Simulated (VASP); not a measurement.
Write the native input for VASP 6.6.1 that does the following.

| Property | Result |
| --- | --- |
| Task | electric field gradients |
| Functional | PBE |
| Dispersion | D3(BJ) |
| Potentials or basis | VASP PAW PBE potentials, release 64 (C) |
| Cutoff | 520 eV |
| k mesh | 14 × 14 × 8 |
| Occupations | gaussian, width 0.01 eV |
| Spin | no spin polarisation |
| Dipole correction | no |
| Further INCAR settings | ALGO = Normal; EDIFF = 1e-08; NBANDS = 11 |

The structure of C lies in POSCAR:

```
C
1.0
    2.1346726849     -1.2324636280     -0.0109748603
    2.1346726849      1.2324636280     -0.0109748603
   -1.4018983539      0.0000000000      3.3805172231
C
2
Direct
    0.8333721112      0.8333721112      0.0001159981
    0.1666278888      0.1666278888      0.9998840019
```

One way to write it, as run:

INCAR

```
ALGO = Normal
EDIFF = 1E-8
ENCUT = 520
GGA = PE
ISIF = 2
ISMEAR = 0
IVDW = 12
LASPH = T
LCHARG = F
LEFG = T
LREAL = F
LWAVE = F
NBANDS = 11
NELM = 80
PREC = Accurate
SIGMA = 0.01
```

KPOINTS

```
k-points
0
Gamma
  14 14 8
```

Potentials or basis: VASP PAW PBE potentials, release 64 (C).

Command:

```bash
$ cat potpaw_PBE.64/C/POTCAR > POTCAR
$ mpirun -np 1 vasp_std > vasp.out
```

Results of the run:

The pressure is 0.4 GPa and the band gap on the k mesh is 0.69 eV, indirect (the least direct gap lies 0.5 meV higher). The dispersion energy per atom is -0.155 eV.

Caveat: without QUAD_EFG the Cq values of the log hold for a quadrupole moment of 1 mb, not for the nuclei.

It took 53 s on 1 thread of Intel(R) Xeon(R) Platinum 8259CL CPU @ 2.50GHz (Skylake/Cascade Lake), with other jobs on the host, peak memory 0.18 GiB.
